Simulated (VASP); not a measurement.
# PbS (P-6m2) in VASP: a series of runs

The runs below take PbS through single point, with PBEsol, LDA.

Everything below comes from runs of VASP 6.6.1. Logs are shortened: lines on timing, memory, paths and dates and some standing lists are left out, and cuts for length are marked.

**1. The cell of the first run**

It takes space group P-6m2 (No. 187, hexagonal). Conventional cell: a = 4.090 Å, b = 4.090 Å, c = 3.788 Å, α = 90.00°, β = 90.00°, γ = 120.00°. Within 4.0 Å of Pb (site symmetry -6m2) lie 6 S at 3.03 Å and 2 Pb at 3.79 Å. Within 4.0 Å of S (site symmetry -6m2) lie 6 Pb at 3.03 Å and 2 S at 3.79 Å.

**2. Single point, PBEsol**

Contents of INCAR:

```
SYSTEM = PbS
PREC = Accurate
ENCUT = 520
EDIFF = 1E-6
ISMEAR = -1
SIGMA = 0.05
LREAL = .False.
LASPH = .True.
NELM = 100
ALGO = Normal
ISIF = 2
LWAVE = .False.
LCHARG = .False.
GGA = PS
NBANDS = 17
```

Contents of KPOINTS:

```
regular mesh
0
Gamma
  8 8 7
  0 0 0
```

Contents of POSCAR:

```
PbS
1.0
    4.0896976867      0.0000000000      0.0000000000
   -2.0448488433      3.5417820905      0.0000000000
    0.0000000000      0.0000000000      3.7881670000
Pb S
1 1
Direct
    0.0000000000      0.0000000000      0.0000000000
    0.6666666667      0.3333333333      0.5000000000
```

Potentials or basis: VASP PAW PBE potentials, release 64 (Pb_d, S).

On the command line:

```bash
$ cat potpaw_PBE.64/Pb_d/POTCAR potpaw_PBE.64/S/POTCAR > POTCAR
$ mpirun -np 1 vasp_std > vasp.out
```

OUTCAR:

```text
SYSTEM = PbS
   PREC = Accurate
   ENCUT = 520
   EDIFF = 1E-6
   ISMEAR = -1
   LREAL = .False.
   LASPH = .True.
   NELM = 100
   ISIF = 2
   GGA = PS

 ion  position               nearest neighbor table
   1  0.000  0.000  0.000-   2 3.03   2 3.03   2 3.03   2 3.03   2 3.03   2 3.03
   2  0.667  0.333  0.500-   1 3.03   1 3.03   1 3.03   1 3.03   1 3.03   1 3.03

  LATTYP: Found a hexagonal cell.
 ALAT       =     4.0896976867
 C/A-ratio  =     0.9262706660

  Lattice vectors:

 A1 = (   4.0896976867,   0.0000000000,   0.0000000000)
 A2 = (  -2.0448488433,   3.5417820905,   0.0000000000)
 A3 = (   0.0000000000,   0.0000000000,   3.7881670000)

Analysis of symmetry for initial positions (statically):
=====================================================================
 Subroutine PRICEL returns:
 Original cell was already a primitive cell.

 Routine SETGRP: Setting up the symmetry group for a
 hexagonal supercell.

 Subroutine GETGRP returns: Found 12 space group operations
 (whereof 12 operations were pure point group operations)
 out of a pool of 24 trial point group operations.

The static configuration has the point symmetry D_3h.

Analysis of symmetry for dynamics (positions and initial velocities):
=====================================================================
 Subroutine PRICEL returns:
 Original cell was already a primitive cell.

 Routine SETGRP: Setting up the symmetry group for a
 hexagonal supercell.

 Subroutine GETGRP returns: Found 12 space group operations
 (whereof 12 operations were pure point group operations)
 out of a pool of 24 trial point group operations.

The dynamic configuration has the point symmetry D_3h.

 Subroutine INISYM returns: Found 12 space group operations
 (whereof 12 operations are pure point group operations),
 and found     1 'primitive' translations

----------------------------------------------------------------------------------------

                                     Primitive cell

  volume of cell :      54.8709

  direct lattice vectors                    reciprocal lattice vectors
     4.089697687  0.000000000  0.000000000     0.244516851  0.141171870  0.000000000
    -2.044848843  3.541782090  0.000000000     0.000000000  0.282343740  0.000000000
     0.000000000  0.000000000  3.788167000     0.000000000  0.000000000  0.263979914

  length of vectors
     4.089697687  4.089697687  3.788167000     0.282343740  0.282343740  0.263979914

  position of ions in fractional coordinates (direct lattice)
     0.000000000  0.000000000  0.000000000
     0.666666667  0.333333333  0.500000000

  ion indices of the primitive-cell ions
   primitive index   ion index
                 1           1
                 2           2

----------------------------------------------------------------------------------------

 KPOINTS: regular mesh

Automatic generation of k-mesh.
 Grid dimensions read from file:
 generate k-points for:    8    8    7

 Generating k-lattice:

  Cartesian coordinates                     Fractional coordinates (reciprocal lattice)
     0.030564606  0.017646484  0.000000000     0.125000000  0.000000000  0.000000000
     0.000000000  0.035292967  0.000000000     0.000000000  0.125000000  0.000000000
     0.000000000  0.000000000  0.037711416     0.000000000  0.000000000  0.142857143

  Length of vectors
     0.035292967  0.035292967  0.037711416

  Shift w.r.t. Gamma in fractional coordinates (k-lattice)
     0.000000000  0.000000000  0.000000000

 Subroutine IBZKPT returns following result:
 ===========================================

 Found     40 irreducible k-points:

 Following reciprocal coordinates:
            Coordinates               Weight
  0.000000  0.000000  0.000000      1.000000
  0.125000  0.000000  0.000000      6.000000
  0.250000  0.000000  0.000000      6.000000
  0.375000  0.000000  0.000000      6.000000
  0.500000  0.000000  0.000000      3.000000
  0.125000  0.125000  0.000000      6.000000
[... 16 lines left out ...]
  0.250000  0.000000  0.285714     12.000000
  0.375000  0.000000  0.285714     12.000000
 [... further k-points ...]
   k-points           NKPTS =     40   k-points in BZ     NKDIM =     40   number of bands    NBANDS=     17
   number of dos      NEDOS =    301   number of ions     NIONS =      2
   total plane-waves  NPLWV =  25200
   dimension x,y,z NGX =    30 NGY =   30 NGZ =   28
   dimension x,y,z NGXF=    60 NGYF=   60 NGZF=   56
   ions per type =               1   1
   NGX,Y,Z   is equivalent  to a cutoff of  12.19, 12.19, 12.29 a.u.
   NGXF,Y,Z  is equivalent  to a cutoff of  24.39, 24.39, 24.58 a.u.
 SYSTEM =  PbS
   PREC   = accura    normal or accurate (medium, high low for compatibility)
   ISTART =      0    job   : 0-new  1-cont  2-samecut
   ICHARG =      2    charge: 1-file 2-atom 10-const
   ISPIN  =      1    spin polarized calculation?
   LNONCOLLINEAR =      F non collinear calculations
   LSORBIT =      F    spin-orbit coupling
   LASPH  =      T    aspherical Exc in radial PAW
   ENCUT  =  520.0 eV  38.22 Ry    6.18 a.u.   7.60  7.60  7.04*2*pi/ulx,y,z
   NELM   =    100;   NELMIN=  2; NELMDL= -5     # of ELM steps
   EDIFF  = 0.1E-05   stopping-criterion for ELM
   LREAL  =      F    real-space projection
   EDIFFG = 0.1E-04   stopping-criterion for IOM
   NSW    =      0    number of steps for IOM
   IBRION =     -1    ionic relax: 0-MD 1-quasi-New 2-CG
   NFREE  =      0    steps in history (QN), initial steepest desc. (CG)
   ISIF   =      2    stress and relaxation
   ISYM   =      2    0-nonsym 1-usesym 2-fastsym
   POTIM  = 0.5000    time-step for ionic-motion
   TEBEG  =    0.0;   TEEND  =   0.0 temperature during run
   PSTRESS=    0.0 pullay stress
   NELECT =      20.0000    total number of electrons
   NUPDOWN=      -1.0000    fix difference up-down
   EMIN   =  10.00;   EMAX   =-10.00  energy-range for DOS
   EFERMI =   0.00;   METHOD = LEGACY
   ISMEAR =    -1;   SIGMA  =   0.05  broadening in eV -4-tet -1-fermi 0-gaus
   EFERMI_NEDOS =   21; number of points for ismear=-14 and -15
   IALGO  =     38    algorithm
   IMIX   =      4    mixing-type and parameters
     AMIX     =   0.40;   BMIX     =  1.00
     AMIX_MAG =   1.60;   BMIX_MAG =  1.00
  volume/ion in A,a.u.               =      27.44       185.14
  Fermi-wavevector in a.u.,A,eV,Ry     =   1.169421  2.209885 18.606576  1.367545
  Thomas-Fermi vector in A             =   2.305894
   LORBIT       =      0    0 simple, 1 ext, 2 COOP (PROOUT), +10 PAW based schemes
   GGA     = PS    functional components
   LHFCALC =     F    Hartree Fock is set to
   AEXX    =    0.0000 exact exchange contribution
   IVDW    =     0    specifies the selected vdW correction
   LEPSILON=     F    determine dielectric tensor
   LRPA    =     F    only Hartree local field effects (RPA)
 non-spin polarized calculation
  energy-cutoff  :      520.00
  volume of cell :       54.87
 maximum number of plane-waves:      1502
   NGX = 15   NGY = 15   NGZ = 15

 number of electron      19.9999998 magnetization

 Free energy of the ion-electron system (eV)
  ---------------------------------------------------
  ext. energy  EPLUGINS =         0.00000000
  ---------------------------------------------------
  free energy    TOTEN  =        -9.18338301 eV

  energy without entropy =       -9.18141434  energy(sigma->0) =       -9.18239867

 E-fermi :   5.0071     XC(G=0):  -9.6383

 val. band max:        4.9641591731   @ k =   0.3750   0.2500   0.0000
 cond. band min:       5.0939388281   @ k =   0.3750   0.2500   0.4286
 fundamental gap:      0.1297796549
 Fermi energy:         5.0070724724

 k-point     1 :       0.0000    0.0000    0.0000
  band No.  band energies     occupation
      1     -11.7608      2.00000
      2     -11.7396      2.00000
      3     -11.7396      2.00000
      4     -11.6387      2.00000
      5     -11.6387      2.00000
      6      -8.1046      2.00000
[... 9 lines left out ...]
     16      16.0416      0.00000
     17      16.0480      0.00000

 k-point     2 :       0.1250    0.0000    0.0000
  band No.  band energies     occupation
      1     -11.7570      2.00000
      2     -11.7429      2.00000
      3     -11.7302      2.00000
      4     -11.6435      2.00000
      5     -11.6397      2.00000
      6      -7.9818      2.00000
[... 9 lines left out ...]
     16      15.1645      0.00000
     17      15.7738      0.00000

 k-point     3 :       0.2500    0.0000    0.0000
  band No.  band energies     occupation
      1     -11.7607      2.00000
      2     -11.7381      2.00000
      3     -11.7074      2.00000
      4     -11.6553      2.00000
      5     -11.6422      2.00000
      6      -7.6441      2.00000
[... 9 lines left out ...]
     16      15.5521      0.00000
     17      15.9487      0.00000

 k-point     4 :       0.3750    0.0000    0.0000
  band No.  band energies     occupation
      1     -11.7718      2.00000
      2     -11.7261      2.00000
      3     -11.6843      2.00000
      4     -11.6668      2.00000
      5     -11.6447      2.00000
      6      -7.2163      2.00000
[... 9 lines left out ...]
     16      15.9422      0.00000
     17      16.0892      0.00000

 k-point     5 :       0.5000    0.0000    0.0000
  band No.  band energies     occupation
      1     -11.7767      2.00000
      2     -11.7209      2.00000
      3     -11.6747      2.00000
      4     -11.6716      2.00000
      5     -11.6458      2.00000
      6      -6.9932      2.00000
[... 9 lines left out ...]
     16      16.0745      0.00000
     17      16.1610      0.00000

 k-point     6 :       0.1250    0.1250    0.0000
  band No.  band energies     occupation
      1     -11.7502      2.00000
      2     -11.7486      2.00000
      3     -11.7143      2.00000
      4     -11.6513      2.00000
      5     -11.6420      2.00000
      6      -7.7506      2.00000
[... 9 lines left out ...]
     16      15.2531      0.00000
     17      15.4707      0.00000

 k-point     7 :       0.2500    0.1250    0.0000
  band No.  band energies     occupation
      1     -11.7588      2.00000
      2     -11.7356      2.00000
      3     -11.6950      2.00000
      4     -11.6619      2.00000
      5     -11.6456      2.00000
      6      -7.3582      2.00000
[... 9 lines left out ...]
     16      15.2667      0.00000
     17      15.8071      0.00000

 k-point     8 :       0.3750    0.1250    0.0000
  band No.  band energies     occupation
      1     -11.7660      2.00000
      2     -11.7236      2.00000
      3     -11.6830      2.00000
      4     -11.6692      2.00000
      5     -11.6483      2.00000
      6      -7.0034      2.00000
[... 9 lines left out ...]
     16      14.8440      0.00000
     17      16.3368      0.00000
[... 203 lines left out ...]
      1     -11.7463      2.00000
      2     -11.7120      2.00000
      3     -11.6898      2.00000
      4     -11.6798      2.00000
      5     -11.6620      2.00000
      6      -6.9034      2.00000
[... 9 lines left out ...]
     16      15.9361      0.00000
     17      16.5275      0.00000

 k-point    20 :       0.3750    0.2500    0.1429
  band No.  band energies     occupation
      1     -11.7427      2.00000
      2     -11.7033      2.00000
      3     -11.6947      2.00000
      4     -11.6815      2.00000
      5     -11.6657      2.00000
      6      -6.7468      2.00000
[... 9 lines left out ...]
     16      15.1782      0.00000
     17      15.8417      0.00000

 k-point    21 :       0.0000    0.0000    0.2857
  band No.  band energies     occupation
      1     -11.7343      2.00000
      2     -11.7343      2.00000
      3     -11.6865      2.00000
      4     -11.6671      2.00000
      5     -11.6671      2.00000
      6      -7.5343      2.00000
[... 9 lines left out ...]
     16      13.3295      0.00000
     17      13.7750      0.00000

 k-point    22 :       0.1250    0.0000    0.2857
  band No.  band energies     occupation
      1     -11.7374      2.00000
      2     -11.7253      2.00000
      3     -11.6818      2.00000
      4     -11.6766      2.00000
      5     -11.6686      2.00000
      6      -7.4239      2.00000
[... 9 lines left out ...]
     16      13.8463      0.00000
     17      14.5862      0.00000

 k-point    23 :       0.2500    0.0000    0.2857
  band No.  band energies     occupation
      1     -11.7470      2.00000
      2     -11.7035      2.00000
      3     -11.7009      2.00000
      4     -11.6722      2.00000
      5     -11.6661      2.00000
      6      -7.1309      2.00000
[... 9 lines left out ...]
     16      14.0710      0.00000
     17      15.7868      0.00000

 k-point    24 :       0.3750    0.0000    0.2857
  band No.  band energies     occupation
      1     -11.7593      2.00000
      2     -11.7210      2.00000
      3     -11.6821      2.00000
      4     -11.6751      2.00000
      5     -11.6510      2.00000
      6      -6.7859      2.00000
[... 9 lines left out ...]
     16      15.4072      0.00000
     17      17.0301      0.00000

 [... further k-points ...]
[... 5 lines left out ...]
  --------------------------------------------------------------------------------------
  -------------------------------------------------------------------------------------
  Total       -0.9265728     -0.9265728     -1.0538364     -0.0000000      0.0000000     -0.0000000
  in kB      -27.0550263    -27.0550263    -30.7710016     -0.0000000      0.0000000     -0.0000000
  external PRESSURE =     -28.2936847 kB  Pullay stress =       0.0000000 kB

 VOLUME and BASIS-vectors are now :
 -----------------------------------------------------------------------------
  energy-cutoff  :      520.00
  volume of cell :       54.87
      direct lattice vectors                 reciprocal lattice vectors
     4.089697687  0.000000000  0.000000000     0.244516851  0.141171870  0.000000000
    -2.044848843  3.541782090  0.000000000     0.000000000  0.282343740  0.000000000
     0.000000000  0.000000000  3.788167000     0.000000000  0.000000000  0.263979914

 POSITION                                       TOTAL-FORCE (eV/Angst)
 -----------------------------------------------------------------------------------
      0.00000      0.00000      0.00000        -0.000000      0.000000      0.000000
      2.04485      1.18059      1.89408         0.000000     -0.000000      0.000000
 -----------------------------------------------------------------------------------
    total drift:                               -0.000000      0.000000      0.000000

  FREE ENERGIE OF THE ION-ELECTRON SYSTEM (eV)
  ---------------------------------------------------
  free  energy   TOTEN  =        -9.1833830062 eV

  energy  without entropy=       -9.1814143356  energy(sigma->0) =       -9.18239867
```

Wall time 14 s (1 thread of Intel Xeon 6975P-C (Granite Rapids), shared host); peak memory 0.18 GiB.

What came out:

```yaml
Free_energy: -9.1834 eV
Pressure: -2.8 GPa
Band_gap_on_the_k_mesh: 0.13 eV, indirect (least direct gap 1.59 eV)
```

Caveat: the PAW data sets were made with another functional, which shifts forces and pressure a little; spin-orbit coupling is left out, which moves the levels of the heavy elements.

**3. Single point, LDA (volume scaled by 1.02)**

Contents of INCAR:

```
PREC = Accurate ; ENCUT = 520
EDIFF = 1E-6 ; ISMEAR = -1
SIGMA = 0.05 ; LREAL = False
LASPH = True ; NELM = 100
ALGO = Normal ; ISIF = 2
LWAVE = False ; LCHARG = False
GGA = CA ; NBANDS = 17
```

Contents of KPOINTS:

```
Automatic mesh
0
Gamma
  8 8 7
```

Contents of POSCAR:

```
PbS
1.0
    4.1167825667      0.0000000000      0.0000000000
   -2.0583912833      3.5652382846      0.0000000000
    0.0000000000      0.0000000000      3.8132549298
Pb S
1 1
Direct
    0.0000000000      0.0000000000      0.0000000000
    0.6666666667      0.3333333333      0.5000000000
```

Potentials or basis: VASP PAW LDA potentials, release 64 (Pb_d, S).

On the command line:

```bash
$ cat potpaw_LDA.64/Pb_d/POTCAR potpaw_LDA.64/S/POTCAR > POTCAR
$ mpirun -np 1 vasp_std > vasp.out
```

Run time: 10 s. Hardware: 1 thread of Intel Xeon 6975P-C (Granite Rapids), shared host; peak memory 0.17 GiB.

Results (log left out):

| Quantity | Value |
| --- | --- |
| Free energy | -9.6483 eV |
| Pressure | -5.1 GPa |
| Band gap on the k mesh | 0.15 eV, indirect (least direct gap 1.55 eV) |

Stress tensor (GPa, compression positive):
```
-4.82  0.00  0.00
 0.00 -4.82  0.00
 0.00  0.00 -5.76
```

Levels at points of the mesh, in eV from the valence-band top:
| k point | band 8 | band 9 | band 10 | band 11 | band 12 | band 13 |
| --- | --- | --- | --- | --- | --- | --- |
| (0.00, 0.00, 0.00) | -1.98 | -1.50 | -1.50 | 3.45 | 3.45 | 5.33 |
| (0.50, 0.00, 0.00) | -2.50 | -1.72 | -1.00 | 1.92 | 3.89 | 5.18 |

Caveat: spin-orbit coupling is left out, which moves the levels of the heavy elements. A k mesh can miss the band edges.

(Part 1 of 2 ends here.)
